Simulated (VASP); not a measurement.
# Al3GaN4 (Cm) in VASP: notebook

Al3GaN4 is run at these levels: r2SCAN; tasks: single point.

Program: VASP 6.6.1. These are calculated values, not measurements. Logs are shortened: lines on timing, memory, paths and dates and some standing lists are left out, and cuts for length are marked.

## 1. The cell of the first run

Symmetry: Cm, No. 8, monoclinic system. The conventional cell has a = 6.225 Å, b = 6.225 Å, c = 4.401 Å, α = 90.00°, β = 90.00°, γ = 90.00°. Within 2.5 Å of Al (site symmetry m) lie 4 N at 1.86 to 1.99 Å. Al (site symmetry 1) has 4 N at 1.89 Å within 2.5 Å. Within 2.6 Å of Ga (site symmetry m) lie 4 N at 1.95 Å. Within 2.5 Å of N (site symmetry m) lie 3 Al at 1.89 to 1.99 Å and 1 Ga at 1.95 Å. N (site symmetry 1) has 3 Al at 1.86 to 1.89 Å and 1 Ga at 1.95 Å within 2.5 Å. N (site symmetry m) has 3 Al at 1.86 to 1.89 Å and 1 Ga at 1.95 Å within 2.5 Å.

## 2. Single point, r2SCAN (atom 1 (Al) moved -0.100 Å towards its neighbour atom 5 (N) at 1.892 Å)

Input file POSCAR:

```
Al3GaN4
1.0
    4.4014385300      0.0000000000      0.0000000000
    0.0000000000      4.4014385300      0.0000000000
    0.0000000000      0.0000000000      4.4014385300
Al Ga N
3 1 4
Direct
    0.4870916288      0.4870916288     -0.0135255038
    0.5000000000      0.0000000000      0.5000000000
    0.0000000000      0.5000000000      0.5000000000
    0.0000000000      0.0000000000      0.0000000000
    0.7441634300      0.7441634300      0.2558365700
    0.7441634300      0.2558365700      0.7441634300
    0.2558365700      0.7441634300      0.7441634300
    0.2558365700      0.2558365700      0.2558365700
```

Input file INCAR.step1:

```
SYSTEM = Al3GaN4
PREC = Accurate
ENCUT = 520
ISMEAR = 0
SIGMA = 0.05
LREAL = .False.
LASPH = .True.
NELM = 80
NBANDS = 31
GGA = PE
ALGO = Normal
EDIFF = 1E-4
LWAVE = .True.
LCHARG = .False.
```

Input file INCAR.step2:

```
SYSTEM = Al3GaN4
PREC = Accurate
ENCUT = 520
EDIFF = 1E-6
ISMEAR = 0
SIGMA = 0.05
LREAL = .False.
LASPH = .True.
NELM = 80
ALGO = Normal
ISIF = 2
LWAVE = .False.
LCHARG = .True.
METAGGA = R2SCAN
LMIXTAU = .True.
LELF = .True.
LVHAR = .True.
NBANDS = 31
ISTART = 1
```

Input file KPOINTS:

```
Automatic mesh
0
Gamma
  6 6 6
  0 0 0
```

Potentials or basis: VASP PAW PBE potentials, release 64 (Al, Ga_d, N).

Launch:

```sh
$ cat potpaw_PBE.64/Al/POTCAR potpaw_PBE.64/Ga_d/POTCAR potpaw_PBE.64/N/POTCAR > POTCAR
$ cp INCAR.step1 INCAR
$ mpirun -np 1 vasp_std > vasp.out
$ cp INCAR.step2 INCAR
$ mpirun -np 1 vasp_std > vasp.out
```

OUTCAR:

```text
SYSTEM = Al3GaN4
   PREC = Accurate
   ENCUT = 520
   EDIFF = 1E-6
   ISMEAR = 0
   LREAL = .False.
   LASPH = .True.
   NELM = 80
   ISIF = 2
   METAGGA = R2SCAN
   ISTART = 1

 ion  position               nearest neighbor table
   1  0.487  0.487  0.986-   6 1.86   7 1.86   8 1.86   5 1.99   2 3.03   3 3.03   4 3.03   2 3.11
                             3 3.11   4 3.11   4 3.11   3 3.12   2 3.12   2 3.20   3 3.20
   2  0.500  0.000  0.500-   5 1.89   6 1.89   7 1.89   8 1.89   1 3.03   1 3.11   4 3.11   4 3.11
                             3 3.11   3 3.11   3 3.11   4 3.11   4 3.11   3 3.11   1 3.12   1 3.20
   3  0.000  0.500  0.500-   5 1.89   6 1.89   7 1.89   8 1.89   1 3.03   1 3.11   4 3.11   4 3.11
                             2 3.11   4 3.11   4 3.11   2 3.11   2 3.11   2 3.11   1 3.12   1 3.20
   4  0.000  0.000  0.000-   5 1.95   6 1.95   7 1.95   8 1.95   1 3.03   2 3.11   3 3.11   2 3.11
                             3 3.11   3 3.11   3 3.11   2 3.11   2 3.11   1 3.11   1 3.11
   5  0.744  0.744  0.256-   2 1.89   3 1.89   4 1.95   1 1.99
   6  0.744  0.256  0.744-   1 1.86   2 1.89   3 1.89   4 1.95
   7  0.256  0.744  0.744-   1 1.86   2 1.89   3 1.89   4 1.95
   8  0.256  0.256  0.256-   1 1.86   2 1.89   3 1.89   4 1.95

  LATTYP: Found a simple cubic cell.
 ALAT       =     4.4014385300

  Lattice vectors:

 A1 = (   4.4014385300,   0.0000000000,   0.0000000000)
 A2 = (   0.0000000000,   4.4014385300,   0.0000000000)
 A3 = (   0.0000000000,   0.0000000000,   4.4014385300)

Analysis of symmetry for initial positions (statically):
=====================================================================
 Subroutine PRICEL returns:
 Original cell was already a primitive cell.

 Routine SETGRP: Setting up the symmetry group for a
 simple cubic supercell.

 Subroutine GETGRP returns: Found  2 space group operations
 (whereof  2 operations were pure point group operations)
 out of a pool of 48 trial point group operations.

The static configuration has the point symmetry C_1h.

Analysis of symmetry for dynamics (positions and initial velocities):
=====================================================================
 Subroutine PRICEL returns:
 Original cell was already a primitive cell.

 Routine SETGRP: Setting up the symmetry group for a
 simple cubic supercell.

 Subroutine GETGRP returns: Found  2 space group operations
 (whereof  2 operations were pure point group operations)
 out of a pool of 48 trial point group operations.

The dynamic configuration has the point symmetry C_1h.

 Subroutine INISYM returns: Found  2 space group operations
 (whereof  2 operations are pure point group operations),
[... 117 lines left out ...]
   TEBEG  =    0.0;   TEEND  =   0.0 temperature during run
   PSTRESS=    0.0 pullay stress
   NELECT =      42.0000    total number of electrons
   NUPDOWN=      -1.0000    fix difference up-down
   EMIN   =  10.00;   EMAX   =-10.00  energy-range for DOS
   EFERMI =   0.00;   METHOD = LEGACY
   ISMEAR =     0;   SIGMA  =   0.05  broadening in eV -4-tet -1-fermi 0-gaus
   EFERMI_NEDOS =   21; number of points for ismear=-14 and -15
   IALGO  =     38    algorithm
   IMIX   =      4    mixing-type and parameters
     AMIX     =   0.40;   BMIX     =  1.00
     AMIX_MAG =   1.60;   BMIX_MAG =  1.00
  volume/ion in A,a.u.               =      10.66        71.93
  Fermi-wavevector in a.u.,A,eV,Ry     =   1.292895  2.443217 22.743196  1.671578
  Thomas-Fermi vector in A             =   2.424575
   LORBIT       =      0    0 simple, 1 ext, 2 COOP (PROOUT), +10 PAW based schemes
   METAGGA = R2SCAN    functional components
   LHFCALC =     F    Hartree Fock is set to
   AEXX    =    0.0000 exact exchange contribution
   IVDW    =     0    specifies the selected vdW correction
   LEPSILON=     F    determine dielectric tensor
   LRPA    =     F    only Hartree local field effects (RPA)
 non-spin polarized calculation
 Gauss-broadening in eV      SIGMA  =   0.05
  energy-cutoff  :      520.00
  volume of cell :       85.27
 maximum number of plane-waves:      2320
 NGX is ok and might be reduce to    36
   NGX = 17   NGY = 17   NGZ = 17

 number of electron      41.9999993 magnetization

 Free energy of the ion-electron system (eV)
  ---------------------------------------------------
  ext. energy  EPLUGINS =         0.00000000
  ---------------------------------------------------
  free energy    TOTEN  =       -79.33971911 eV

  energy without entropy =      -79.33971911  energy(sigma->0) =      -79.33971911

 E-fermi :   5.7958     XC(G=0): -11.7534

 val. band max:        5.5757032331   @ k =   0.0000   0.0000   0.0000
 cond. band min:       9.1147507396   @ k =   0.0000   0.0000   0.0000
 fundamental gap:      3.5390475065
 Fermi energy:         5.7957731564

 k-point     1 :       0.0000    0.0000    0.0000
  band No.  band energies     occupation
      1     -10.4982      2.00000
      2      -8.6355      2.00000
      3      -8.6333      2.00000
      4      -8.4525      2.00000
      5      -7.4818      2.00000
      6      -7.4814      2.00000
[... 805 lines left out ...]
     30      16.9854      0.00000
     31      17.1796      0.00000

 [... further k-points ...]

------------------------ aborting loop because EDIFF is reached ----------------------------------------

  FORCE on cell =-STRESS in cart. coord.  units (eV):
  Direction    XX          YY          ZZ          XY          YZ          ZX
  --------------------------------------------------------------------------------------
  -------------------------------------------------------------------------------------
  Total        0.1461892      0.1461892      0.1545863     -0.4573745     -0.3342097     -0.3342060
  in kB        2.7468941      2.7468941      2.9046765     -8.5940642     -6.2797991     -6.2797294
  external PRESSURE =       2.7994883 kB  Pullay stress =       0.0000000 kB

 VOLUME and BASIS-vectors are now :
 -----------------------------------------------------------------------------
  energy-cutoff  :      520.00
  volume of cell :       85.27
      direct lattice vectors                 reciprocal lattice vectors
     4.401438530  0.000000000  0.000000000     0.227198447  0.000000000  0.000000000
     0.000000000  4.401438530  0.000000000     0.000000000  0.227198447  0.000000000
     0.000000000  0.000000000  4.401438530     0.000000000  0.000000000  0.227198447

 POSITION                                       TOTAL-FORCE (eV/Angst)
 -----------------------------------------------------------------------------------
      2.14390      2.14390      4.34191         1.030717      1.030717      1.160683
      2.20072      0.00000      2.20072         0.192007     -0.279020     -0.290911
      0.00000      2.20072      2.20072        -0.279020      0.192007     -0.290911
      0.00000      0.00000      0.00000        -0.283953     -0.283953      0.217412
      3.27539      3.27539      1.12605        -0.324623     -0.324623     -0.346515
      3.27539      1.12605      3.27539         0.061309     -0.224361     -0.255474
      1.12605      3.27539      3.27539        -0.224361      0.061309     -0.255474
      1.12605      1.12605      1.12605        -0.172076     -0.172076      0.061191
 -----------------------------------------------------------------------------------
    total drift:                               -0.000466     -0.000466     -0.000784

  FREE ENERGIE OF THE ION-ELECTRON SYSTEM (eV)
  ---------------------------------------------------
  free  energy   TOTEN  =       -79.3397191103 eV

  energy  without entropy=      -79.3397191103  energy(sigma->0) =      -79.33971911
```

OSZICAR.step1:

```text
N       E                     dE             d eps       ncg     rms          rms(c)
DAV:   1     0.316344414261E+03    0.31634E+03   -0.19564E+04  4784   0.169E+03
DAV:   2    -0.216811304519E+02   -0.33803E+03   -0.31398E+03  4917   0.451E+02
DAV:   3    -0.642181562268E+02   -0.42537E+02   -0.41947E+02  4794   0.126E+02
DAV:   4    -0.658967478777E+02   -0.16786E+01   -0.16721E+01  5689   0.281E+01
DAV:   5    -0.659349681852E+02   -0.38220E-01   -0.38206E-01  4938   0.394E+00    0.169E+01
DAV:   6    -0.564000499812E+02    0.95349E+01   -0.29468E+01  6687   0.531E+01    0.557E+00
DAV:   7    -0.565976537175E+02   -0.19760E+00   -0.32054E+00  5127   0.110E+01    0.407E+00
DAV:   8    -0.565898151152E+02    0.78386E-02   -0.43494E-01  5615   0.611E+00    0.100E+00
DAV:   9    -0.565594099753E+02    0.30405E-01   -0.10144E-01  6628   0.413E+00    0.526E-01
DAV:  10    -0.565587444291E+02    0.66555E-03   -0.14690E-02  5147   0.668E-01    0.196E-01
DAV:  11    -0.565591112505E+02   -0.36682E-03   -0.11070E-03  6195   0.269E-01    0.219E-02
DAV:  12    -0.565591171716E+02   -0.59212E-05   -0.13730E-04  3758   0.930E-02
   1 F= -.56559117E+02 E0= -.56559117E+02  d E =-.150854E-16
```

Wall time 3.8 min (1 thread of Intel Xeon 6975P-C (Granite Rapids), shared host); peak memory 0.32 GiB.

What came out:

| Property | Result |
| --- | --- |
| Free energy | -79.3397 eV |
| Pressure | 0.3 GPa |
| Largest force | 1.863 eV/Å |
| Band gap on the k mesh | 3.54 eV |

Forces in eV/Å, atoms in the order of the input:
```
Al   1.031  1.031  1.161
Al   0.192 -0.279 -0.291
Al  -0.279  0.192 -0.291
Ga  -0.284 -0.284  0.217
N   -0.325 -0.325 -0.347
N    0.061 -0.224 -0.255
N   -0.224  0.061 -0.255
N   -0.172 -0.172  0.061
```

Stress tensor (GPa, compression positive):
```
 0.27 -0.86 -0.63
-0.86  0.27 -0.63
-0.63 -0.63  0.29
```

Caveat: the cell differs from its parent crystal (atom 1 (Al) moved -0.100 Å towards its neighbour atom 5 (N) at 1.892 Å); the PAW data sets were made with another functional, which shifts forces and pressure a little.

## 3. Single point, r2SCAN (atom 1 (Al) moved +0.080 Å towards its neighbour atom 5 (N) at 1.892 Å)

Changes to POSCAR since step 2:

```diff
@@ -8,3 +8,3 @@
 Direct
-    0.4870916288      0.4870916288     -0.0135255038
+    0.5103266969      0.5103266969      0.0108204030
     0.5000000000      0.0000000000      0.5000000000
```

Input file INCAR.step1:

```
PREC     = Accurate       # precision mode
ENCUT    = 520            # plane-wave cutoff, eV
ISMEAR   = 0              # smearing method
SIGMA    = 0.05           # smearing width, eV
LREAL    = F              # projectors in reciprocal space
LASPH    = T              # aspherical terms in the spheres
NELM     = 100            # most SCF steps
NBANDS   = 31             # bands
GGA      = PE             # functional
ALGO     = Normal         # electronic algorithm
EDIFF    = 1E-4           # SCF threshold, eV
LWAVE    = T              # write WAVECAR
LCHARG   = F              # write CHGCAR
```

Input file INCAR.step2:

```
PREC     = Accurate       # precision mode
ENCUT    = 520            # plane-wave cutoff, eV
EDIFF    = 1E-6           # SCF threshold, eV
ISMEAR   = 0              # smearing method
SIGMA    = 0.05           # smearing width, eV
LREAL    = F              # projectors in reciprocal space
LASPH    = T              # aspherical terms in the spheres
NELM     = 100            # most SCF steps
ALGO     = Normal         # electronic algorithm
ISIF     = 2              # what is computed and relaxed
LWAVE    = F              # write WAVECAR
LCHARG   = T              # write CHGCAR
METAGGA  = R2SCAN         # meta-GGA
LMIXTAU  = T            
LELF     = T              # ELF
LVHAR    = T            
NBANDS   = 31             # bands
ISTART   = 1
```

Input file KPOINTS:

```
Automatic mesh
0
Gamma
  6 6 6
```

Potentials or basis: VASP PAW PBE potentials, release 64 (Al, Ga_d, N).

Launch:

```sh
$ cat potpaw_PBE.64/Al/POTCAR potpaw_PBE.64/Ga_d/POTCAR potpaw_PBE.64/N/POTCAR > POTCAR
$ cp INCAR.step1 INCAR
$ mpirun -np 1 vasp_std > vasp.out
$ cp INCAR.step2 INCAR
$ mpirun -np 1 vasp_std > vasp.out
```

Wall time 3.9 min (1 thread of Intel Xeon 6975P-C (Granite Rapids), shared host); peak memory 0.32 GiB.

Results (log left out):

| Quantity | Value |
| --- | --- |
| Free energy | -79.3624 eV |
| Pressure | 0.2 GPa |
| Largest force | 1.963 eV/Å |
| Band gap on the k mesh | 3.85 eV |

Forces on the atoms (eV/Å):
```
Al  -1.102 -1.102 -1.193
Al  -0.146  0.216  0.227
Al   0.216 -0.146  0.227
Ga   0.223  0.223 -0.172
N    0.499  0.499  0.568
N   -0.039  0.190  0.177
N    0.190 -0.039  0.177
N    0.159  0.159 -0.011
```

Stress tensor (GPa, compression positive):
```
0.21 1.02 0.92
1.02 0.21 0.92
0.92 0.92 0.23
```

Levels at points of the mesh, in eV from the valence-band top:
| k point | band 19 | band 20 | band 21 | band 22 | band 23 | band 24 |
| --- | --- | --- | --- | --- | --- | --- |
| (0.00, 0.00, 0.00) | -0.09 | -0.03 | 0.00 | 3.85 | 3.85 | 3.94 |
| (0.50, 0.00, 0.00) | -1.20 | -1.04 | -0.92 | 6.15 | 6.25 | 6.64 |
| (0.00, 0.00, 0.50) | -1.25 | -1.09 | -0.86 | 6.15 | 6.25 | 6.64 |
| (0.50, 0.50, 0.00) | -0.69 | -0.62 | -0.43 | 7.94 | 8.17 | 8.24 |
| (0.00, 0.50, 0.50) | -0.64 | -0.59 | -0.48 | 7.93 | 8.15 | 8.26 |
| (0.50, 0.50, 0.50) | -0.53 | -0.35 | -0.30 | 6.12 | 7.70 | 7.76 |

Caveat: the cell differs from its parent crystal (atom 1 (Al) moved +0.080 Å towards its neighbour atom 5 (N) at 1.892 Å); the PAW data sets were made with another functional, which shifts forces and pressure a little. A k mesh can miss the band edges.

## 4. Single point, r2SCAN (atom 1 (Al) moved -0.060 Å towards its neighbour atom 5 (N) at 1.892 Å)

Changes to POSCAR since step 3:

```diff
@@ -8,3 +8,3 @@
 Direct
-    0.5103266969      0.5103266969      0.0108204030
+    0.4922549773      0.4922549773     -0.0081153023
     0.5000000000      0.0000000000      0.5000000000
```

Input file INCAR.step1:

```
SYSTEM = Al3GaN4
PREC = Accurate ; ENCUT = 520
ISMEAR = 0 ; SIGMA = 0.05
LREAL = .False. ; LASPH = .True.
NELM = 80 ; NBANDS = 31
GGA = PE ; ALGO = Normal
EDIFF = 1E-4 ; LWAVE = .True.
LCHARG = .False.
```

Input file INCAR.step2:

```
SYSTEM = Al3GaN4
PREC = Accurate ; ENCUT = 520
EDIFF = 1E-6 ; ISMEAR = 0
SIGMA = 0.05 ; LREAL = .False.
LASPH = .True. ; NELM = 80
ALGO = Normal ; ISIF = 2
LWAVE = .False. ; LCHARG = .False.
METAGGA = R2SCAN ; LMIXTAU = .True.
NBANDS = 31 ; ISTART = 1
```

Input file KPOINTS:

```
Automatic mesh
0
Gamma
  6 6 6
  0 0 0
```

Launch:

```sh
$ cat potpaw_PBE.64/Al/POTCAR potpaw_PBE.64/Ga_d/POTCAR potpaw_PBE.64/N/POTCAR > POTCAR
$ cp INCAR.step1 INCAR
$ mpirun -np 1 vasp_std > vasp.out
$ cp INCAR.step2 INCAR
$ mpirun -np 1 vasp_std > vasp.out
```

Wall time 4 min (1 thread of Intel Xeon 6975P-C (Granite Rapids), shared host); peak memory 0.32 GiB.

The run converged. Its results:

| Property | Result |
| --- | --- |
| Free energy | -79.4010 eV |
| Pressure | 0.1 GPa |
| Largest force | 1.183 eV/Å |
| Band gap on the k mesh | 3.74 eV |

Forces in eV/Å, atoms in the order of the input:
```
Al   0.657  0.657  0.732
Al   0.114 -0.166 -0.173
Al  -0.166  0.114 -0.173
Ga  -0.170 -0.170  0.130
N   -0.233 -0.233 -0.240
N    0.029 -0.131 -0.157
N   -0.131  0.029 -0.157
N   -0.101 -0.101  0.038
```

Stress tensor (GPa, compression positive):
```
 0.08 -0.56 -0.43
-0.56  0.08 -0.43
-0.43 -0.43  0.09
```

Levels at points of the mesh, in eV from the valence-band top:
```
           k point  band 19  band 20  band 21  band 22  band 23  band 24
(0.00, 0.00, 0.00)    -0.07    -0.06     0.00     3.74     4.04     4.04
(0.50, 0.00, 0.00)    -1.22    -1.03    -0.94     6.13     6.30     6.71
(0.00, 0.00, 0.50)    -1.26    -1.07    -0.89     6.13     6.30     6.70
(0.50, 0.50, 0.00)    -0.67    -0.61    -0.47     7.94     8.15     8.31
(0.00, 0.50, 0.50)    -0.62    -0.59    -0.52     7.93     8.15     8.32
(0.50, 0.50, 0.50)    -0.46    -0.42    -0.30     6.12     7.73     7.74
```

Caveat: the cell differs from its parent crystal (atom 1 (Al) moved -0.060 Å towards its neighbour atom 5 (N) at 1.892 Å); the PAW data sets were made with another functional, which shifts forces and pressure a little.

## 5. Summary

```tsv
cell	gap on the mesh (eV)	pressure (GPa)	largest force (eV/Å)
as given, atomic positions A	3.54	0.3	1.86
as given, atomic positions B	3.85	0.2	1.96
as given, atomic positions C	3.74	0.1	1.18
```

Alike in all rows: task single point; level r2SCAN; potentials or basis VASP PAW PBE potentials, release 64 (Al, Ga_d, N); no spin polarisation; k mesh 6 × 6 × 6; cutoff (eV) 520; smearing gaussian 0.05 eV.

Caveats: the PAW data sets were made with another functional, which shifts forces and pressure a little.

Absolute energies hang on the potentials; compare differences alone.
